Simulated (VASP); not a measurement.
# GeN2 in VASP: a series of runs, part 2 of 2

VASP 6.6.1.

**3. Single point, PBE+D3(BJ)**

This run uses another cell than the first one, of 53.54 Å³/atom, 1.967 times its volume.

Contents of INCAR:

```
SYSTEM = GeN2
PREC = Accurate ; ENCUT = 520
EDIFF = 1E-6 ; ISMEAR = 0
SIGMA = 0.1 ; LREAL = .FALSE.
LASPH = .TRUE. ; NELM = 120
ALGO = Normal ; ISIF = 2
LWAVE = .FALSE. ; LCHARG = .FALSE.
LDIPOL = .TRUE. ; IDIPOL = 3
DIPOL = 0.5 0.5 0.290 ; GGA = PE
IVDW = 12 ; NBANDS = 33
GGA_COMPAT = .FALSE. ; NELMDL = -8
```

Contents of KPOINTS:

```
regular mesh
0
G
  6 6 1
  0 0 0
```

Contents of POSCAR:

```
GeN2
1.0
    3.1283897887     -0.0000000031      0.0000000000
   -1.5641948917      2.7092650315      0.0000000000
    0.0000000000      0.0000000000     37.9030938400
Ge N
2 4
Direct
    0.6666666667      0.3333333333      0.2367821210
    0.0000000000      0.0000000000      0.3436454318
    0.0000000000      0.0000000000      0.2926057854
    0.3333333333      0.6666666667      0.2225670109
    0.6666666667      0.3333333333      0.2878217673
    0.3333333333      0.6666666667      0.3578605419
```

Potentials or basis: VASP PAW PBE potentials, release 64 (Ge_d, N).

Launch:

```console
$ cat potpaw_PBE.64/Ge_d/POTCAR potpaw_PBE.64/N/POTCAR > POTCAR
$ mpirun -np 1 vasp_std > vasp.out
```

OUTCAR:

```text
SYSTEM = GeN2
   PREC = Accurate
   ENCUT = 520
   EDIFF = 1E-6
   ISMEAR = 0
   LREAL = .FALSE.
   LASPH = .TRUE.
   NELM = 120
   ISIF = 2
   GGA = PE
   IVDW = 12
   NELMDL = -8
 IVDW          = 12

 ion  position               nearest neighbor table
   1  0.667  0.333  0.237-   4 1.88   4 1.88   4 1.88   5 1.93
   2  0.000  0.000  0.344-   6 1.88   6 1.88   6 1.88   3 1.93
   3  0.000  0.000  0.293-   2 1.93
   4  0.333  0.667  0.223-   1 1.88   1 1.88   1 1.88
   5  0.667  0.333  0.288-   1 1.93
   6  0.333  0.667  0.358-   2 1.88   2 1.88   2 1.88

  LATTYP: Found a hexagonal cell.
 ALAT       =     3.1283897887
 C/A-ratio  =    12.1158475766

  Lattice vectors:

 A1 = (   3.1283897887,  -0.0000000031,   0.0000000000)
 A2 = (  -1.5641948917,   2.7092650315,   0.0000000000)
 A3 = (   0.0000000000,   0.0000000000,  37.9030938400)

Analysis of symmetry for initial positions (statically):
=====================================================================
 Subroutine PRICEL returns:
 Original cell was already a primitive cell.

 Routine SETGRP: Setting up the symmetry group for a
 hexagonal supercell.

 Subroutine GETGRP returns: Found 12 space group operations
 (whereof  6 operations were pure point group operations)
 out of a pool of 24 trial point group operations.

The static configuration has the point symmetry C_3v.
 The point group associated with its full space group is D_3d.

Analysis of symmetry for dynamics (positions and initial velocities):
=====================================================================
 Subroutine PRICEL returns:
 Original cell was already a primitive cell.

 Routine SETGRP: Setting up the symmetry group for a
 hexagonal supercell.

 Subroutine GETGRP returns: Found 12 space group operations
 (whereof  6 operations were pure point group operations)
 out of a pool of 24 trial point group operations.

[... 118 lines left out ...]
   AEXX    =    0.0000 exact exchange contribution
   IVDW    =    12    specifies the selected vdW correction
   LEPSILON=     F    determine dielectric tensor
   LRPA    =     F    only Hartree local field effects (RPA)
 non-spin polarized calculation
 Gauss-broadening in eV      SIGMA  =   0.10
  energy-cutoff  :      520.00
  volume of cell :      321.25
 maximum number of plane-waves:      8684
 NGX is ok and might be reduce to    24
   NGX = 11   NGY = 11   NGZ =141

 dipolmoment           0.000000      0.000000     -0.000000 electrons x Angstroem

 number of electron      47.9999992 magnetization

 dipolmoment           0.000000      0.000000      0.000002 electrons x Angstroem

 Free energy of the ion-electron system (eV)
  ---------------------------------------------------
  ext. energy  EPLUGINS =         0.00000000
  ---------------------------------------------------
  free energy    TOTEN  =       -37.60801522 eV

  energy without entropy =      -37.60769423  energy(sigma->0) =      -37.60785473

 E-fermi :  -1.6333     XC(G=0):  -2.6357

 val. band max:       -1.7883216889   @ k =   0.0000   0.0000   0.0000
 cond. band min:      -1.4437128809   @ k =   0.3333   0.3333   0.0000
 fundamental gap:      0.3446088080
 Fermi energy:        -1.6332938999

 k-point     1 :       0.0000    0.0000    0.0000
  band No.  band energies     occupation
      1     -28.4138      2.00000
      2     -28.3966      2.00000
      3     -28.3574      2.00000
      4     -28.3574      2.00000
      5     -28.3571      2.00000
      6     -28.3571      2.00000
[... 241 lines left out ...]
     32       4.2269      0.00000
     33       5.1671      0.00000

------------------------ aborting loop because EDIFF is reached ----------------------------------------

 vacuum level on the upper side and lower side of the slab       (xc-potential included)        -0.097        -0.097

 Edisp (eV)   -1.00658

 E8    (eV) :    -0.3740

  FORCE on cell =-STRESS in cart. coord.  units (eV):
  Direction    XX          YY          ZZ          XY          YZ          ZX
  --------------------------------------------------------------------------------------
  -------------------------------------------------------------------------------------
  Total      -0.11146    -0.11146    -0.10968     0.00000     0.00000    -0.00000
  in kB      -0.55588    -0.55588    -0.54700     0.00000     0.00000    -0.00000
  external pressure =       -0.55 kB  Pullay stress =        0.00 kB

 VOLUME and BASIS-vectors are now :
 -----------------------------------------------------------------------------
  energy-cutoff  :      520.00
  volume of cell :      321.25
      direct lattice vectors                 reciprocal lattice vectors
     3.128389789 -0.000000003  0.000000000     0.319653262  0.184551896  0.000000000
    -1.564194892  2.709265032  0.000000000     0.000000000  0.369103793  0.000000000
     0.000000000  0.000000000 37.903093840     0.000000000  0.000000000  0.026383071

 POSITION                                       TOTAL-FORCE (eV/Angst)
 -----------------------------------------------------------------------------------
      1.56419      0.90309      8.97477        -0.000000     -0.000000     -0.016529
      0.00000      0.00000     13.02523         0.000000      0.000000      0.016529
      0.00000      0.00000     11.09066         0.000000      0.000000      0.014731
      0.00000      1.80618      8.43598         0.000000      0.000000      0.021028
      1.56419      0.90309     10.90934        -0.000000      0.000000     -0.014731
      0.00000      1.80618     13.56402        -0.000000      0.000000     -0.021028
 -----------------------------------------------------------------------------------
    total drift:                                0.000000     -0.000000      0.000426

  FREE ENERGIE OF THE ION-ELECTRON SYSTEM (eV)
  ---------------------------------------------------
  free  energy   TOTEN  =       -38.6145965370 eV

  energy  without entropy=      -38.6142755477  energy(sigma->0) =      -38.61443604

 vacuum level on the upper side and lower side of the slab         2.356         2.355
```

OSZICAR:

```text
N       E                     dE             d eps       ncg     rms          rms(c)
DAV:   1     0.462531034700E+03    0.46253E+03   -0.22431E+04   567   0.176E+03
DAV:   2     0.380374622562E+02   -0.42449E+03   -0.40983E+03   608   0.480E+02
DAV:   3    -0.388734055910E+02   -0.76911E+02   -0.75766E+02   735   0.167E+02
[... 18 lines left out ...]
DAV:  22    -0.376080027438E+02   -0.16944E-04   -0.61647E-07   402   0.323E-03    0.926E-04
DAV:  23    -0.376080082029E+02   -0.54591E-05   -0.94879E-08   386   0.197E-03    0.246E-04
DAV:  24    -0.376080134861E+02   -0.52833E-05   -0.21231E-07   350   0.173E-03    0.314E-04
DAV:  25    -0.376080148274E+02   -0.13413E-05   -0.59217E-08   385   0.128E-03    0.754E-05
DAV:  26    -0.376080152235E+02   -0.39609E-06   -0.19816E-08   361   0.673E-04
   1 F= -.38614597E+02 E0= -.38614436E+02  d E =-.320989E-03
```

stdout:

```text
POSCAR found type information on POSCAR GeN
 POSCAR found :  2 types and       6 ions
 scaLAPACK will be used
 LDA part: xc-table for (Slater+PW92), standard interpolation
 POSCAR, INCAR and KPOINTS ok, starting setup
 FFT: planning ... GRIDC
 FFT: planning ... GRID_SOFT
 FFT: planning ... GRID
 WAVECAR not read
 entering main loop
```

It took 81 s on 1 thread of Intel Xeon Platinum 8559C (Emerald Rapids), shared host; peak memory 0.4 GiB.

Results:

- Free energy: -38.6146 eV
- Largest force: 0.021 eV/Å
- Band gap on the k mesh: zero (band 24 reaches -1.44 eV, above the bottom of band 25 at -1.87 eV)
- Dispersion energy per atom: -0.168 eV

Forces in eV/Å, atoms in the order of the input:
```
Ge   0.000  0.000 -0.017
Ge   0.000  0.000  0.017
N    0.000  0.000  0.015
N    0.000  0.000  0.021
N    0.000  0.000 -0.015
N    0.000  0.000 -0.021
```

Caveat: the k points lie up to 0.39 Å⁻¹ apart.
